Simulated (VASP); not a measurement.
# MgO (P4/nmm) in VASP: further runs

MgO is run at these levels: PBE; tasks: single point.

Program: VASP 6.6.1. These are calculated values, not measurements. Logs are shortened: lines on timing, memory, paths and dates and some standing lists are left out, and cuts for length are marked.

## Step 1: The cell of the first run

Symmetry: P4/nmm, No. 129, tetragonal system. Conventional cell: a = 3.020 Å, b = 3.020 Å, c = 4.270 Å, α = 90.00°, β = 90.00°, γ = 90.00°. Mg (site symmetry 4mm) has 6 O at 2.06 to 2.21 Å within 2.7 Å. O (site symmetry 4mm) has 6 Mg at 2.06 to 2.21 Å within 2.7 Å.

## Step 2: Single point, PBE (mode 12 (519.3 1/cm) frozen in, largest displacement +0.090 Å)

The input, INCAR:

```
SYSTEM = MgO
PREC = Accurate ; ENCUT = 520
EDIFF = 1E-6 ; ISMEAR = 0
SIGMA = 0.05 ; LREAL = .False.
LASPH = .True. ; NELM = 80
ALGO = Normal ; ISIF = 2
LWAVE = .False. ; LCHARG = .True.
GGA = PE ; LELF = .True.
LVHAR = .True. ; NBANDS = 16
```

The input, KPOINTS:

```
regular mesh
0
Gamma
  8 8 6
  0 0 0
```

The input, POSCAR:

```
MgO
1.0
    0.0000000000     -2.1351500000     -2.1351500000
    0.0000000000      2.1351500000     -2.1351500000
    4.2703000000      0.0000000000      0.0000000000
Mg O
2 2
Direct
    0.5000000000      0.5000000000      0.4974732336
    0.0000000000      0.0000000000      0.0025267664
    0.5000000000      0.5000000000     -0.0210758026
    0.0000000000      0.0000000000      0.5210758026
```

Potentials or basis: VASP PAW PBE potentials, release 64 (Mg, O).

On the command line:

```console
cat potpaw_PBE.64/Mg/POTCAR potpaw_PBE.64/O/POTCAR > POTCAR
mpirun -np 1 vasp_std > vasp.out
```

OUTCAR:

```text
SYSTEM = MgO
   PREC = Accurate
   ENCUT = 520
   EDIFF = 1E-6
   ISMEAR = 0
   LREAL = .False.
   LASPH = .True.
   NELM = 80
   ISIF = 2
   GGA = PE

 ion  position               nearest neighbor table
   1  0.500  0.500  0.497-   3 2.06   4 2.14   4 2.14   4 2.14   4 2.14   3 2.21   2 3.00   2 3.00
                             2 3.00   2 3.00   2 3.03   2 3.03   2 3.03   2 3.03
   2  0.000  0.000  0.003-   4 2.06   3 2.14   3 2.14   3 2.14   3 2.14   4 2.21   1 3.00   1 3.00
                             1 3.00   1 3.00   1 3.03   1 3.03   1 3.03   1 3.03
   3  0.500  0.500  0.979-   1 2.06   2 2.14   2 2.14   2 2.14   2 2.14   1 2.21
   4  0.000  0.000  0.521-   2 2.06   1 2.14   1 2.14   1 2.14   1 2.14   2 2.21

  LATTYP: Found a simple tetragonal cell.
 ALAT       =     3.0195580877
 C/A-ratio  =     1.4142135624

  Lattice vectors:

 A1 = (   0.0000000000,  -2.1351500000,  -2.1351500000)
 A2 = (   0.0000000000,   2.1351500000,  -2.1351500000)
 A3 = (   4.2703000000,   0.0000000000,   0.0000000000)

Analysis of symmetry for initial positions (statically):
=====================================================================
 Subroutine PRICEL returns:
 Original cell was already a primitive cell.

 Routine SETGRP: Setting up the symmetry group for a
 simple tetragonal supercell.

 Subroutine GETGRP returns: Found 16 space group operations
 (whereof  8 operations were pure point group operations)
 out of a pool of 16 trial point group operations.

The static configuration has the point symmetry C_4v.
 The point group associated with its full space group is D_4h.

Analysis of symmetry for dynamics (positions and initial velocities):
=====================================================================
 Subroutine PRICEL returns:
 Original cell was already a primitive cell.

 Routine SETGRP: Setting up the symmetry group for a
 simple tetragonal supercell.

 Subroutine GETGRP returns: Found 16 space group operations
 (whereof  8 operations were pure point group operations)
 out of a pool of 16 trial point group operations.

The dynamic configuration has the point symmetry C_4v.
 The point group associated with its full space group is D_4h.

 Subroutine INISYM returns: Found 16 space group operations
 (whereof  8 operations are pure point group operations),
 and found     1 'primitive' translations

----------------------------------------------------------------------------------------

                                     Primitive cell

  volume of cell :      38.9354

  direct lattice vectors                    reciprocal lattice vectors
     0.000000000 -2.135150000 -2.135150000     0.000000000 -0.234175585 -0.234175585
     0.000000000  2.135150000 -2.135150000     0.000000000  0.234175585 -0.234175585
     4.270300000  0.000000000  0.000000000     0.234175585  0.000000000  0.000000000

  length of vectors
     3.019558088  3.019558088  4.270300000     0.331174288  0.331174288  0.234175585

  position of ions in fractional coordinates (direct lattice)
     0.500000000  0.500000000  0.497473234
     0.000000000  0.000000000  0.002526766
     0.500000000  0.500000000  0.978924197
     0.000000000  0.000000000  0.521075803

  ion indices of the primitive-cell ions
   primitive index   ion index
                 1           1
                 2           2
                 3           3
                 4           4

----------------------------------------------------------------------------------------

 KPOINTS: regular mesh

Automatic generation of k-mesh.
 Grid dimensions read from file:
 generate k-points for:    8    8    6

 Generating k-lattice:

  Cartesian coordinates                     Fractional coordinates (reciprocal lattice)
     0.000000000 -0.029271948 -0.029271948     0.125000000  0.000000000  0.000000000
     0.000000000  0.029271948 -0.029271948     0.000000000  0.125000000  0.000000000
     0.039029264  0.000000000  0.000000000     0.000000000  0.000000000  0.166666667

  Length of vectors
     0.041396786  0.041396786  0.039029264

  Shift w.r.t. Gamma in fractional coordinates (k-lattice)
     0.000000000  0.000000000  0.000000000

 Subroutine IBZKPT returns following result:
 ===========================================

 Found     60 irreducible k-points:

 Following reciprocal coordinates:
            Coordinates               Weight
  0.000000  0.000000  0.000000      1.000000
  0.125000  0.000000  0.000000      4.000000
  0.250000  0.000000  0.000000      4.000000
  0.375000  0.000000  0.000000      4.000000
  0.500000  0.000000  0.000000      2.000000
  0.125000  0.125000  0.000000      4.000000
[... 16 lines left out ...]
  0.375000  0.125000  0.166667     16.000000
  0.500000  0.125000  0.166667      8.000000
 [... further k-points ...]
   k-points           NKPTS =     60   k-points in BZ     NKDIM =     60   number of bands    NBANDS=     16
   number of dos      NEDOS =    301   number of ions     NIONS =      4
   total plane-waves  NPLWV =  18432
   dimension x,y,z NGX =    24 NGY =   24 NGZ =   32
   dimension x,y,z NGXF=    48 NGYF=   48 NGZF=   64
   ions per type =               2   2
   NGX,Y,Z   is equivalent  to a cutoff of  13.21, 13.21, 12.46 a.u.
   NGXF,Y,Z  is equivalent  to a cutoff of  26.43, 26.43, 24.92 a.u.
 SYSTEM =  MgO
   PREC   = accura    normal or accurate (medium, high low for compatibility)
   ISTART =      0    job   : 0-new  1-cont  2-samecut
   ICHARG =      2    charge: 1-file 2-atom 10-const
   ISPIN  =      1    spin polarized calculation?
   LNONCOLLINEAR =      F non collinear calculations
   LSORBIT =      F    spin-orbit coupling
   LASPH  =      T    aspherical Exc in radial PAW
   ENCUT  =  520.0 eV  38.22 Ry    6.18 a.u.   5.61  5.61  7.94*2*pi/ulx,y,z
   NELM   =     80;   NELMIN=  2; NELMDL= -5     # of ELM steps
   EDIFF  = 0.1E-05   stopping-criterion for ELM
   LREAL  =      F    real-space projection
   EDIFFG = 0.1E-04   stopping-criterion for IOM
   NSW    =      0    number of steps for IOM
   IBRION =     -1    ionic relax: 0-MD 1-quasi-New 2-CG
   NFREE  =      0    steps in history (QN), initial steepest desc. (CG)
   ISIF   =      2    stress and relaxation
   ISYM   =      2    0-nonsym 1-usesym 2-fastsym
   POTIM  = 0.5000    time-step for ionic-motion
   TEBEG  =    0.0;   TEEND  =   0.0 temperature during run
   PSTRESS=    0.0 pullay stress
   NELECT =      16.0000    total number of electrons
   NUPDOWN=      -1.0000    fix difference up-down
   EMIN   =  10.00;   EMAX   =-10.00  energy-range for DOS
   EFERMI =   0.00;   METHOD = LEGACY
   ISMEAR =     0;   SIGMA  =   0.05  broadening in eV -4-tet -1-fermi 0-gaus
   EFERMI_NEDOS =   21; number of points for ismear=-14 and -15
   IALGO  =     38    algorithm
   IMIX   =      4    mixing-type and parameters
     AMIX     =   0.40;   BMIX     =  1.00
     AMIX_MAG =   1.60;   BMIX_MAG =  1.00
  volume/ion in A,a.u.               =       9.73        65.69
  Fermi-wavevector in a.u.,A,eV,Ry     =   1.217119  2.300022 20.155386  1.481379
  Thomas-Fermi vector in A             =   2.352450
   LORBIT       =      0    0 simple, 1 ext, 2 COOP (PROOUT), +10 PAW based schemes
   GGA     = PE    functional components
   LHFCALC =     F    Hartree Fock is set to
   AEXX    =    0.0000 exact exchange contribution
   IVDW    =     0    specifies the selected vdW correction
   LEPSILON=     F    determine dielectric tensor
   LRPA    =     F    only Hartree local field effects (RPA)
 non-spin polarized calculation
 Gauss-broadening in eV      SIGMA  =   0.05
  energy-cutoff  :      520.00
  volume of cell :       38.94
 maximum number of plane-waves:      1088
 NGX is ok and might be reduce to    24
   NGX = 11   NGY = 11   NGZ = 15

 number of electron      16.0000010 magnetization

 Free energy of the ion-electron system (eV)
  ---------------------------------------------------
  ext. energy  EPLUGINS =         0.00000000
  ---------------------------------------------------
  free energy    TOTEN  =       -23.68575057 eV

  energy without entropy =      -23.68575057  energy(sigma->0) =      -23.68575057

 E-fermi :   3.1748     XC(G=0): -10.8867

 val. band max:        2.9317483514   @ k =   0.0000   0.0000   0.0000
 cond. band min:       7.1270194670   @ k =   0.0000   0.0000   0.0000
 fundamental gap:      4.1952711156
 Fermi energy:         3.1747807602

 k-point     1 :       0.0000    0.0000    0.0000
  band No.  band energies     occupation
      1     -14.1749      2.00000
      2     -12.7095      2.00000
      3      -1.0243      2.00000
      4       1.5927      2.00000
      5       1.5927      2.00000
      6       2.8448      2.00000
[... 8 lines left out ...]
     15      18.4703      0.00000
     16      21.5393      0.00000

 k-point     2 :       0.1250    0.0000    0.0000
  band No.  band energies     occupation
      1     -14.0719      2.00000
      2     -12.6999      2.00000
      3      -0.8773      2.00000
      4       1.1510      2.00000
      5       1.6474      2.00000
      6       2.2890      2.00000
[... 8 lines left out ...]
     15      18.6642      0.00000
     16      20.9986      0.00000

 k-point     3 :       0.2500    0.0000    0.0000
  band No.  band energies     occupation
      1     -13.7894      2.00000
      2     -12.7033      2.00000
      3      -0.4525      2.00000
      4       0.2790      2.00000
      5       1.0957      2.00000
      6       1.8028      2.00000
[... 8 lines left out ...]
     15      19.1520      0.00000
     16      20.6257      0.00000

 k-point     4 :       0.3750    0.0000    0.0000
  band No.  band energies     occupation
      1     -13.4068      2.00000
      2     -12.7973      2.00000
      3      -0.3781      2.00000
      4       0.0273      2.00000
      5       0.2461      2.00000
      6       1.7822      2.00000
[... 8 lines left out ...]
     15      19.7850      0.00000
     16      20.3198      0.00000
[... 324 lines left out ...]
 k-point    22 :       0.2500    0.1250    0.1667
  band No.  band energies     occupation
      1     -13.6356      2.00000
      2     -12.7464      2.00000
      3      -0.5477      2.00000
      4       0.5177      2.00000
      5       0.6796      2.00000
      6       1.6295      2.00000
[... 8 lines left out ...]
     15      19.0182      0.00000
     16      19.6492      0.00000

 k-point    23 :       0.3750    0.1250    0.1667
  band No.  band energies     occupation
      1     -13.2943      2.00000
      2     -12.7953      2.00000
      3      -0.7409      2.00000
      4      -0.3088      2.00000
      5       0.7625      2.00000
      6       1.8193      2.00000
[... 8 lines left out ...]
     15      19.0862      0.00000
     16      19.7030      0.00000

 k-point    24 :       0.5000    0.1250    0.1667
  band No.  band energies     occupation
      1     -12.9823      2.00000
      2     -12.9823      2.00000
      3      -0.7826      2.00000
      4      -0.7826      2.00000
      5       1.3575      2.00000
      6       1.3575      2.00000
[... 8 lines left out ...]
     15      19.5293      0.00000
     16      19.5293      0.00000

 [... further k-points ...]
[... 5 lines left out ...]
  --------------------------------------------------------------------------------------
  -------------------------------------------------------------------------------------
  Total       -0.2598359     -0.4748206     -0.4748206      0.0000000      0.0000000     -0.0000000
  in kB      -10.6921403    -19.5386704    -19.5386704      0.0000000      0.0000000     -0.0000000
  external PRESSURE =     -16.5898270 kB  Pullay stress =       0.0000000 kB

 VOLUME and BASIS-vectors are now :
 -----------------------------------------------------------------------------
  energy-cutoff  :      520.00
  volume of cell :       38.94
      direct lattice vectors                 reciprocal lattice vectors
     0.000000000 -2.135150000 -2.135150000     0.000000000 -0.234175585 -0.234175585
     0.000000000  2.135150000 -2.135150000     0.000000000  0.234175585 -0.234175585
     4.270300000  0.000000000  0.000000000     0.234175585  0.000000000  0.000000000

 POSITION                                       TOTAL-FORCE (eV/Angst)
 -----------------------------------------------------------------------------------
      2.12436      0.00000     -2.13515         0.247114      0.000000      0.000000
      0.01079      0.00000      0.00000        -0.247114     -0.000000     -0.000000
      4.18030      0.00000     -2.13515         1.462959      0.000000      0.000000
      2.22515      0.00000      0.00000        -1.462959     -0.000000     -0.000000
 -----------------------------------------------------------------------------------
    total drift:                                0.000000     -0.000000      0.000000

  FREE ENERGIE OF THE ION-ELECTRON SYSTEM (eV)
  ---------------------------------------------------
  free  energy   TOTEN  =       -23.6857505707 eV

  energy  without entropy=      -23.6857505707  energy(sigma->0) =      -23.68575057
```

It took 38 s on 1 thread of AMD EPYC 7R43 (Zen 3), shared host; peak memory 0.13 GiB.

What came out:

```yaml
Free_energy: -23.6858 eV
Pressure: -1.7 GPa
Largest_force: 1.463 eV/Å
Band_gap_on_the_k_mesh: 4.20 eV
```

Forces on the atoms (eV/Å):
```
Mg   0.247  0.000  0.000
Mg  -0.247  0.000  0.000
O    1.463  0.000  0.000
O   -1.463  0.000  0.000
```

Caveat: the cell differs from its parent crystal (mode 12 (519.3 1/cm) frozen in, largest displacement +0.090 Å); forces of over 1 eV/Å act on the atoms, so gaps and moduli don't describe the material at rest.

## Step 3: Single point, PBE (mode 12 (519.3 1/cm) frozen in, largest displacement -0.060 Å)

The input, INCAR:

```
PREC     = Accurate       # precision mode
ENCUT    = 520            # plane-wave cutoff, eV
EDIFF    = 1E-7           # SCF threshold, eV
ISMEAR   = 0              # smearing method
SIGMA    = 0.05           # smearing width, eV
LREAL    = F              # projectors in reciprocal space
LASPH    = T              # aspherical terms in the spheres
NELM     = 60             # most SCF steps
ALGO     = Normal         # electronic algorithm
ISIF     = 2              # what is computed and relaxed
LWAVE    = F              # write WAVECAR
LCHARG   = F              # write CHGCAR
GGA      = PE             # functional
NBANDS   = 16             # bands
```

The input, KPOINTS:

```
regular mesh
0
Gamma
  8 8 6
```

The input, POSCAR:

```
MgO
1.0
    0.0000000000     -2.1351500000     -2.1351500000
    0.0000000000      2.1351500000     -2.1351500000
    4.2703000000      0.0000000000      0.0000000000
Mg O
2 2
Direct
    0.5000000000      0.5000000000      0.5016845110
    0.0000000000      0.0000000000     -0.0016845110
    0.5000000000      0.5000000000      0.0140505351
    0.0000000000      0.0000000000      0.4859494649
```

Potentials or basis: VASP PAW PBE potentials, release 64 (Mg, O).

On the command line:

```console
cat potpaw_PBE.64/Mg/POTCAR potpaw_PBE.64/O/POTCAR > POTCAR
mpirun -np 1 vasp_std > vasp.out
```

Wall time 34 s (1 thread of AMD EPYC 7R43 (Zen 3), shared host); peak memory 0.13 GiB.

Results (log left out):

| Property | Result |
| --- | --- |
| Free energy | -23.7602 eV |
| Pressure | -2.1 GPa |
| Largest force | 0.970 eV/Å |
| Band gap on the k mesh | 4.27 eV |

Forces on the atoms (eV/Å):
```
Mg  -0.171  0.000  0.000
Mg   0.171  0.000  0.000
O   -0.970  0.000  0.000
O    0.970  0.000  0.000
```

Stress tensor (GPa, compression positive):
```
-1.83  0.00  0.00
 0.00 -2.22  0.00
 0.00  0.00 -2.22
```

Levels at points of the mesh, in eV from the valence-band top:
```csv
k point,band 5,band 6,band 7,band 8,band 9,band 10,band 11,band 12
"(0.00, 0.00, 0.00)",-1.31,-0.04,0.00,0.00,4.27,9.05,9.54,12.65
"(0.50, 0.00, 0.00)",-1.92,-1.92,-0.62,-0.62,8.94,8.94,11.53,11.53
"(0.50, 0.50, 0.00)",-1.31,-1.31,-1.29,-1.29,8.93,8.93,9.48,9.48
"(0.00, 0.00, 0.50)",-0.83,-0.83,-0.60,-0.60,7.33,7.90,11.00,11.07
"(0.50, 0.00, 0.50)",-0.62,-0.62,-0.62,-0.62,7.54,7.54,12.15,12.15
"(0.50, 0.50, 0.50)",-2.67,-2.67,-1.72,-1.72,10.67,10.67,11.60,11.60
```

Caveat: the cell differs from its parent crystal (mode 12 (519.3 1/cm) frozen in, largest displacement -0.060 Å).

(Continued in part 2 of 3.)
